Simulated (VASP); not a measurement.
# B8HN8 (a cell with a defect) in VASP: further runs

The runs below take B8HN8 (a cell with a defect) through single point, relaxation of the atoms, with PBE.

All numbers are computed with VASP 6.6.1; they aren't measurements. Logs are shortened: lines on timing, memory, paths and dates and some standing lists are left out, and cuts for length are marked.

## Step 1: The cell of the first run

The cell holds a defect, 17 atoms: a = 5.024 Å, b = 5.024 Å, c = 8.343 Å, α = 90.00°, β = 90.00°, γ = 120.00°.

## Step 2: Single point, PBE, collinear spin (with an interstitial atom, then relaxed in part)

Contents of INCAR:

```
PREC     = Accurate       # precision mode
ENCUT    = 520            # plane-wave cutoff, eV
EDIFF    = 1E-7           # SCF threshold, eV
ISMEAR   = 0              # smearing method
SIGMA    = 0.01           # smearing width, eV
LREAL    = Auto         
LASPH    = T              # aspherical terms in the spheres
NELM     = 150            # most SCF steps
ALGO     = Normal         # electronic algorithm
ISIF     = 2              # what is computed and relaxed
LWAVE    = F              # write WAVECAR
LCHARG   = T              # write CHGCAR
ISPIN    = 2              # spin polarisation
MAGMOM   = 0.077 0.077 0 0.077 0 0.077 0.077 0.077 0.077 0.077 0 0.077 0 0.077 0.077 0.077 0.077 # initial moments
LORBIT   = 11             # projections on sites
GGA      = PE             # functional
LELF     = T              # ELF
LVHAR    = T            
NBANDS   = 50             # bands
```

Contents of KPOINTS:

```
Automatic mesh
0
Gamma
  3 3 2
  0 0 0.5
```

Contents of POSCAR:

```
B8HN8
1.0
    2.5121811436      4.3512253786      0.0000000000
    2.5121811436     -4.3512253786      0.0000000000
    0.0000000000      0.0000000000     -8.3431635353
B N H
8 8 1
Direct
    0.1666877650      0.3333755301      0.7144182770
    0.1666877650      0.8333122350      0.7144182770
    0.6666666667      0.3333333333      0.7137347335
    0.6666244699      0.8333122350      0.7144182770
    0.3333333333      0.6666666667      0.2862652665
    0.3333755301      0.1666877650      0.2855817230
    0.8333122350      0.6666244699      0.2855817230
    0.8333122350      0.1666877650      0.2855817230
    0.1667231935      0.3334463871      0.2862916684
    0.1667231935      0.8332768065      0.2862916684
    0.6666666667      0.3333333333      0.2848090536
    0.6665536129      0.8332768065      0.2862916684
    0.3333333333      0.6666666667      0.7151909464
    0.3334463871      0.1667231935      0.7137083316
    0.8332768065      0.6665536129      0.7137083316
    0.8332768065      0.1667231935      0.7137083316
    0.0000000000      0.0000000000      0.0000000000
```

Potentials or basis: VASP PAW PBE potentials, release 64 (B, N, H).

Command:

```sh
$ cat potpaw_PBE.64/B/POTCAR potpaw_PBE.64/N/POTCAR potpaw_PBE.64/H/POTCAR > POTCAR
$ mpirun -np 1 vasp_std > vasp.out
```

OUTCAR:

```text
PREC = Accurate
   ENCUT = 520
   EDIFF = 1E-7
   ISMEAR = 0
   LREAL = Auto
   LASPH = T
   NELM = 150
   ISIF = 2
   ISPIN = 2
   LORBIT = 11
   GGA = PE

 ion  position               nearest neighbor table
   1  0.167  0.333  0.714-  13 1.45  16 1.45  14 1.45
   2  0.167  0.833  0.714-  13 1.45  14 1.45  15 1.45
   3  0.667  0.333  0.714-  14 1.45  15 1.45  16 1.45
   4  0.667  0.833  0.714-  13 1.45  16 1.45  15 1.45
   5  0.333  0.667  0.286-   9 1.45  12 1.45  10 1.45
   6  0.333  0.167  0.286-  11 1.45  10 1.45   9 1.45
[... 8 lines left out ...]
  15  0.833  0.667  0.714-   3 1.45   2 1.45   4 1.45
  16  0.833  0.167  0.714-   3 1.45   1 1.45   4 1.45
  17  0.000  0.000  0.000-

  LATTYP: Found a hexagonal cell.
 ALAT       =     5.0243622873
 C/A-ratio  =     1.6605417879

  Lattice vectors:

 A1 = (   2.5121811436,   4.3512253786,   0.0000000000)
 A2 = (   2.5121811436,  -4.3512253786,   0.0000000000)
 A3 = (   0.0000000000,   0.0000000000,  -8.3431635353)

Analysis of symmetry for initial positions (statically):
=====================================================================
 Subroutine PRICEL returns:
 Original cell was already a primitive cell.

 Routine SETGRP: Setting up the symmetry group for a
 hexagonal supercell.

 Subroutine GETGRP returns: Found 12 space group operations
 (whereof 12 operations were pure point group operations)
 out of a pool of 24 trial point group operations.

The static configuration has the point symmetry D_3d.

Analysis of symmetry for dynamics (positions and initial velocities):
=====================================================================
 Subroutine PRICEL returns:
 Original cell was already a primitive cell.

 Routine SETGRP: Setting up the symmetry group for a
 hexagonal supercell.

 Subroutine GETGRP returns: Found 12 space group operations
 (whereof 12 operations were pure point group operations)
 out of a pool of 24 trial point group operations.

The dynamic configuration has the point symmetry D_3d.

Analysis of structural, dynamic, and magnetic symmetry:
=====================================================================
[... 152 lines left out ...]
  energy-cutoff  :      520.00
  volume of cell :      182.40
 maximum number of plane-waves:      4933
 NGX is ok and might be reduce to    40
   NGX = 19   NGY = 19   NGZ = 31

 number of electron      65.0000002 magnetization       1.0000035

 Free energy of the ion-electron system (eV)
  ---------------------------------------------------
  ext. energy  EPLUGINS =         0.00000000
  ---------------------------------------------------
  free energy    TOTEN  =      -141.80743457 eV

  energy without entropy =     -141.80743457  energy(sigma->0) =     -141.80743457

 E-fermi :   0.7386     XC(G=0):  -8.7494

 val. band max:        0.6923537965   @ k =   0.3333   0.3333   0.2500
 cond. band min:       3.5285972987   @ k =   0.0000   0.0000   0.2500
 fundamental gap:      2.8362435022
 Fermi energy:         0.7385685217

 spin component 1

 k-point     1 :       0.0000    0.0000    0.2500
  band No.  band energies     occupation
      1     -16.9601      1.00000
      2     -16.8774      1.00000
      3     -13.8730      1.00000
      4     -13.8730      1.00000
      5     -13.8651      1.00000
      6     -13.8538      1.00000
[... 177 lines left out ...]
     43       9.2564      0.00000
     44       9.8945      0.00000
 Fermi energy:         0.7385685217

 spin component 2

 k-point     1 :       0.0000    0.0000    0.2500
  band No.  band energies     occupation
      1     -16.9506      1.00000
      2     -16.8681      1.00000
      3     -13.8602      1.00000
      4     -13.8577      1.00000
      5     -13.8577      1.00000
      6     -13.8415      1.00000
[... 177 lines left out ...]
     43       9.2723      0.00000
     44      10.3533      0.00000
 [bands above 44 left out]

------------------------ aborting loop because EDIFF is reached ----------------------------------------

  FORCE on cell =-STRESS in cart. coord.  units (eV):
  Direction    XX          YY          ZZ          XY          YZ          ZX
  --------------------------------------------------------------------------------------
  -------------------------------------------------------------------------------------
  Total        0.2260272      0.2260272      1.2415626      0.0000000      0.0000000      0.0000000
  in kB        1.9853999      1.9853999     10.9057592      0.0000000      0.0000000      0.0000000
  external PRESSURE =       4.9588530 kB  Pullay stress =       0.0000000 kB

 VOLUME and BASIS-vectors are now :
 -----------------------------------------------------------------------------
  energy-cutoff  :      520.00
  volume of cell :      182.40
      direct lattice vectors                 reciprocal lattice vectors
     2.512181144  4.351225379  0.000000000     0.199030234  0.114910159  0.000000000
     2.512181144 -4.351225379  0.000000000     0.199030234 -0.114910159  0.000000000
     0.000000000  0.000000000 -8.343163535     0.000000000  0.000000000 -0.119858612

 POSITION                                       TOTAL-FORCE (eV/Angst)
 -----------------------------------------------------------------------------------
      1.25625     -0.72530     -5.96051         0.001023     -0.000590      0.008996
      2.51218     -2.90063     -5.96051        -0.000000      0.001181      0.008996
      2.51218      1.45041     -5.95481        -0.000000     -0.000000     -0.018643
      3.76811     -0.72530     -5.96051        -0.001023     -0.000590      0.008996
      2.51218     -1.45041     -2.38836        -0.000000     -0.000000      0.018643
      1.25625      0.72530     -2.38266         0.001023      0.000590     -0.008996
[... 9 lines left out ...]
      2.51218      2.90032     -5.95459        -0.000000      0.005192     -0.002506
      0.00000      0.00000      0.00000         0.000000     -0.000000     -0.000000
 -----------------------------------------------------------------------------------
    total drift:                                0.000000      0.000000      0.000000

  FREE ENERGIE OF THE ION-ELECTRON SYSTEM (eV)
  ---------------------------------------------------
  free  energy   TOTEN  =      -141.8074345716 eV

  energy  without entropy=     -141.8074345716  energy(sigma->0) =     -141.80743457

 total charge

# of ion       s       p       d       tot
------------------------------------------
    1        0.740   1.413   0.000   2.152
    2        0.740   1.413   0.000   2.152
    3        0.740   1.415   0.000   2.155
    4        0.740   1.413   0.000   2.152
    5        0.740   1.415   0.000   2.155
    6        0.740   1.413   0.000   2.152
[... 9 lines left out ...]
   16        1.224   2.787   0.000   4.011
   17        0.389   0.001   0.000   0.390
--------------------------------------------------
tot         16.102  33.604   0.000  49.706

 magnetization (x)

# of ion       s       p       d       tot
------------------------------------------
    1        0.000  -0.000   0.000  -0.000
    2        0.000  -0.000   0.000  -0.000
    3       -0.000   0.001   0.000   0.001
    4        0.000  -0.000   0.000  -0.000
    5       -0.000   0.001   0.000   0.001
    6        0.000  -0.000   0.000  -0.000
[... 9 lines left out ...]
   16        0.001   0.009   0.000   0.010
   17        0.375   0.000   0.000   0.376
--------------------------------------------------
tot          0.382   0.056   0.000   0.438
```

OSZICAR:

```text
N       E                     dE             d eps       ncg     rms          rms(c)
DAV:   1     0.324671670714E+03    0.32467E+03   -0.31070E+04   800   0.116E+03
DAV:   2    -0.125255816801E+03   -0.44993E+03   -0.42420E+03  1022   0.282E+02
[... 12 lines left out ...]
DAV:  15    -0.141807418988E+03   -0.49641E-04   -0.80735E-05   944   0.338E-02    0.133E-02
DAV:  16    -0.141807428506E+03   -0.95186E-05   -0.10422E-05   944   0.131E-02    0.694E-03
DAV:  17    -0.141807433459E+03   -0.49525E-05   -0.59900E-06   928   0.112E-02    0.269E-03
DAV:  18    -0.141807434316E+03   -0.85697E-06   -0.12628E-06   928   0.495E-03    0.107E-03
DAV:  19    -0.141807434473E+03   -0.15775E-06   -0.10962E-07   752   0.160E-03    0.530E-04
DAV:  20    -0.141807434572E+03   -0.98140E-07   -0.11037E-07   752   0.122E-03
   1 F= -.14180743E+03 E0= -.14180743E+03  d E =-.664580E-12  mag=     1.0000
```

It took 5.9 min on 1 thread of Intel Xeon 8259CL, shared host; peak memory 0.39 GiB.

Results:

* Free energy: -141.8074 eV
* Pressure: 0.5 GPa
* Largest force: 0.019 eV/Å
* Band gap on the k mesh: 2.84 eV
* Net moment: 1.00 μB per cell
* Site moments: B -0.00, +0.00 (each value once); N +0.01, +0.00 (each value once); H +0.38 μB
* Valence electrons inside the program's atomic spheres: B 2.15; N 4.01; H 0.39

Forces on the atoms (eV/Å):
```
B    0.001 -0.001  0.009
B    0.000  0.001  0.009
B    0.000  0.000 -0.019
B   -0.001 -0.001  0.009
B    0.000  0.000  0.019
B    0.001  0.001 -0.009
B   -0.001  0.001 -0.009
B    0.000 -0.001 -0.009
N   -0.004  0.003  0.003
N    0.000 -0.005  0.003
N    0.000  0.000  0.001
N    0.004  0.003  0.003
N    0.000  0.000 -0.001
N   -0.004 -0.003 -0.003
N    0.004 -0.003 -0.003
N    0.000  0.005 -0.003
H    0.000  0.000  0.000
```

Stress tensor (GPa, compression positive):
```
0.20 0.00 0.00
0.00 0.20 0.00
0.00 0.00 1.09
```

Caveat: the k points lie up to 0.48 Å⁻¹ apart; the cell differs from its parent crystal (with an interstitial atom, then relaxed in part).

(Part 1 of 2 ends here.)
